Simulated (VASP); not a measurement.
# B (Fd-3m) in VASP: notebook, part 2 of 2

VASP 6.6.1.

## (3) Single point, PBE

This run uses another cell than the first one, of 8.31 Å³/atom, 1.053 times its volume.

INCAR

```
PREC = Accurate
ENCUT = 520
EDIFF = 1E-6
ISMEAR = -1
SIGMA = 0.05
LREAL = F
LASPH = T
NELM = 100
ALGO = Normal
ISIF = 2
LWAVE = F
LCHARG = F
GGA = PE
NBANDS = 10
```

KPOINTS

```
Automatic mesh
0
Gamma
  18 18 18
```

POSCAR

```
B
1.0
    0.0000000000      2.0255472737      2.0255472737
    2.0255472737      0.0000000000      2.0255472737
    2.0255472737      2.0255472737      0.0000000000
B
2
Direct
   -0.1250000000     -0.1250000000     -0.1250000000
    0.1250000000      0.1250000000      0.1250000000
```

Potentials or basis: VASP PAW PBE potentials, release 64 (B).

Started as:

```console
$ cat potpaw_PBE.64/B/POTCAR > POTCAR
$ mpirun -np 1 vasp_std > vasp.out
```

It took 9.1 s on 1 thread of Intel Xeon 6975P-C (Granite Rapids), shared host; peak memory 0.14 GiB.

It converged, with:

```
Free energy            : -11.5183 eV
Pressure               : 0.0 GPa
Band gap on the k mesh : zero (band 3 reaches 7.79 eV, above the bottom of band 4 at 0.68 eV)
```

Levels at points of the mesh, in eV from the Fermi level:
| k point | band 1 | band 2 | band 3 | band 4 | band 5 | band 6 | band 7 |
| --- | --- | --- | --- | --- | --- | --- | --- |
| (0.00, 0.00, 0.00) | -12.88 | 4.03 | 4.03 | 4.03 | 8.17 | 8.17 | 8.17 |
| (0.50, 0.00, 0.00) | -8.04 | -7.01 | 1.70 | 1.70 | 10.24 | 10.24 | 11.89 |
| (0.50, 0.50, 0.00) | -5.96 | -5.96 | -1.29 | -1.29 | 7.20 | 7.20 | 18.20 |

## (4) Single point, PBE

This run uses another cell than the first one, of 8.31 Å³/atom, 1.053 times its volume.

INCAR

```
ALGO = Normal ; EDIFF = 1E-7
ENCUT = 520 ; GGA = PE
ISIF = 2 ; ISMEAR = -1
LASPH = T ; LCHARG = F
LREAL = F ; LWAVE = F
NBANDS = 10 ; NELM = 60
PREC = Accurate ; SIGMA = 0.05
```

KPOINTS

```
k-points
0
Gamma
  18 18 18
```

POSCAR

```
B
1.0
    0.0000000000      2.0255472738      2.0255472738
    2.0255472738      0.0000000000      2.0255472738
    2.0255472738      2.0255472738      0.0000000000
B
2
Direct
   -0.1250000000     -0.1250000000     -0.1250000000
    0.1250000000      0.1250000000      0.1250000000
```

Started as:

```console
$ cat potpaw_PBE.64/B/POTCAR > POTCAR
$ mpirun -np 1 vasp_std > vasp.out
```

It took 9.5 s on 1 thread of Intel Xeon 6975P-C (Granite Rapids), shared host; peak memory 0.14 GiB.

Results (log left out):

| Item | Value |
| --- | --- |
| Free energy | -11.5183 eV |
| Pressure | 0.0 GPa |
| Band gap on the k mesh | zero (band 3 reaches 7.79 eV, above the bottom of band 4 at 0.68 eV) |

Levels at points of the mesh, in eV from the Fermi level:
```tsv
k point	band 1	band 2	band 3	band 4	band 5	band 6
(0.00, 0.00, 0.00)	-12.88	4.03	4.03	4.03	8.17	8.17
(0.50, 0.00, 0.00)	-8.04	-7.01	1.70	1.70	10.24	10.24
(0.50, 0.50, 0.00)	-5.96	-5.96	-1.29	-1.29	7.20	7.20
```

## (5) Relaxation of cell and atoms, PBE

This run uses another cell than the first one, of 8.13 Å³/atom, 1.029 times its volume.

INCAR

```
SYSTEM = B
ALGO = Normal ; EDIFF = 1E-7
EDIFFG = -0.005 ; ENCUT = 600
GGA = PE ; IBRION = 2
ISIF = 3 ; ISMEAR = -1
LASPH = .True. ; LCHARG = .False.
LREAL = .False. ; LWAVE = .False.
NELM = 60 ; NSW = 60
PREC = Accurate ; SIGMA = 0.05
```

KPOINTS

```
k-points
0
Gamma
  18 18 18
  0 0 0
```

POSCAR

```
B
1.0
    0.0000000000      2.0103628793      2.0103628793
    2.0103628793      0.0000000000      2.0103628793
    2.0103628793      2.0103628793      0.0000000000
B
2
Direct
   -0.1250000000     -0.1250000000     -0.1250000000
    0.1250000000      0.1250000000      0.1250000000
```

Potentials or basis: VASP PAW PBE potentials, release 64 (B).

Started as:

```console
$ cat potpaw_PBE.64/B/POTCAR > POTCAR
$ mpirun -np 1 vasp_std > vasp.out
```

OUTCAR:

```text
SYSTEM = B
   EDIFF = 1E-7
   EDIFFG = -0.005
   ENCUT = 600
   GGA = PE
   IBRION = 2
   ISIF = 3
   ISMEAR = -1
   LASPH = .True.
   LREAL = .False.
   NELM = 60
   NSW = 60
   PREC = Accurate

 ion  position               nearest neighbor table
   1  0.875  0.875  0.875-   2 1.74   2 1.74   2 1.74   2 1.74
   2  0.125  0.125  0.125-   1 1.74   1 1.74   1 1.74   1 1.74

  LATTYP: Found a face centered cubic cell.
 ALAT       =     4.0207257586

  Lattice vectors:

 A1 = (   0.0000000000,   2.0103628793,   2.0103628793)
 A2 = (   2.0103628793,   0.0000000000,   2.0103628793)
 A3 = (   2.0103628793,   2.0103628793,   0.0000000000)

Analysis of symmetry for initial positions (statically):
=====================================================================
 Subroutine PRICEL returns:
[... 251 lines left out ...]
  free energy    TOTEN  =       -11.51922907 eV

  energy without entropy =      -11.51101417  energy(sigma->0) =      -11.51512162

 E-fermi :   3.7602     XC(G=0): -11.2008

 val. band max:        3.7583840597   @ k =   0.2778   0.2778   0.0000
 cond. band min:       3.7607572623   @ k =  -0.3889   0.2778   0.0556
 fundamental gap:      0.0023732026
 Fermi energy:         3.7601893979

 k-point     1 :       0.0000    0.0000    0.0000
  band No.  band energies     occupation
      1      -9.1227      2.00000
      2       7.7899      0.00000
      3       7.7899      0.00000
      4       7.7899      0.00000
      5      11.9354      0.00000
      6      11.9354      0.00000
      7      11.9354      0.00000
[... 221 lines left out ...]
 k-point    24 :      -0.2222    0.0556    0.0000
  band No.  band energies     occupation
      1      -7.8136      2.00000
      2       2.7053      2.00000
      3       5.7066      0.00000
      4       6.6623      0.00000
      5      13.4076      0.00000
      6      14.1432      0.00000
      7      14.6557      0.00000

 [... further k-points ...]
[... 5 lines left out ...]
  --------------------------------------------------------------------------------------
  -------------------------------------------------------------------------------------
  Total        0.0011145      0.0011145      0.0011145     -0.0000000      0.0000000      0.0000000
  in kB        0.1074493      0.1074493      0.1074493     -0.0000000      0.0000000      0.0000000
  external PRESSURE =       0.1074493 kB  Pullay stress =       0.0000000 kB
[... 17 lines left out ...]
  FREE ENERGIE OF THE ION-ELECTRON SYSTEM (eV)
  ---------------------------------------------------
  free  energy   TOTEN  =       -11.5192290732 eV

  energy  without entropy=      -11.5110141732  energy(sigma->0) =      -11.51512162

 reached required accuracy - stopping structural energy minimisation
```

CONTCAR:

```text
B
   1.00000000000000
    -0.0000000000000000    2.0254663281513565    2.0254663281513565
     2.0254663281513565    0.0000000000000000    2.0254663281513565
     2.0254663281513565    2.0254663281513565    0.0000000000000000
  B
     2
Direct
     0.8750000000000000    0.8750000000000000    0.8750000000000000
     0.1250000000000000    0.1250000000000000    0.1250000000000000

  0.00000000E+00  0.00000000E+00  0.00000000E+00
  0.00000000E+00  0.00000000E+00  0.00000000E+00
```

Wall time 14 s (1 thread of Intel Xeon 6975P-C (Granite Rapids), shared host); peak memory 0.14 GiB.

Results:

- Free energy: -11.5192 eV
- Relaxed volume: 8.31 Å³/atom
- Relaxed cell: a = 2.864 Å, b = 2.864 Å, c = 2.864 Å, α = 60.00°, β = 60.00°, γ = 60.00°
- Space group after relaxing (to 0.05 Å): Fd-3m (No. 227)
- Energy gained by relaxing: 2.3 meV/atom
- Ionic steps: 3
- Pressure after relaxing: 0.0 GPa
- Band gap on the k mesh: zero (band 3 reaches 7.79 eV, above the bottom of band 4 at 0.68 eV)

The path:
| step | energy change (eV) | largest force (eV/Å) | pressure (GPa) | volume (Å³) |
| --- | --- | --- | --- | --- |
| 1 | 0.0000 | 0.0000 | 4.15 | 16.25 |
| 2 | -0.0041 | 0.0000 | -1.36 | 16.75 |
| 3 | -0.0047 | 0.0000 | 0.01 | 16.62 |

Final structure:
```
B
1.0
     0.00000    2.02547    2.02547
     2.02547    0.00000    2.02547
     2.02547    2.02547    0.00000
B
2
Direct
  0.87500 0.87500 0.87500
  0.12500 0.12500 0.12500
```

## (6) Overview

```tsv
task	cell	cutoff (eV)	gap on the mesh (eV)	pressure (GPa)
single point	a = 2.816 Å, angles 60.0°, 2 atoms	520	none	10.0
single point	a = 2.865 Å, angles 60.0°, 2 atoms	520	none	0.0
relaxation of cell and atoms	relaxed from a = 2.843 Å, angles 60.0°, 2 atoms	600	none	0.0
```

Alike in all rows: level PBE; potentials or basis VASP PAW PBE potentials, release 64 (B); no spin polarisation; k mesh 18 × 18 × 18; smearing fermi-dirac 0.05 eV.

Absolute energies hang on the potentials; compare differences alone.
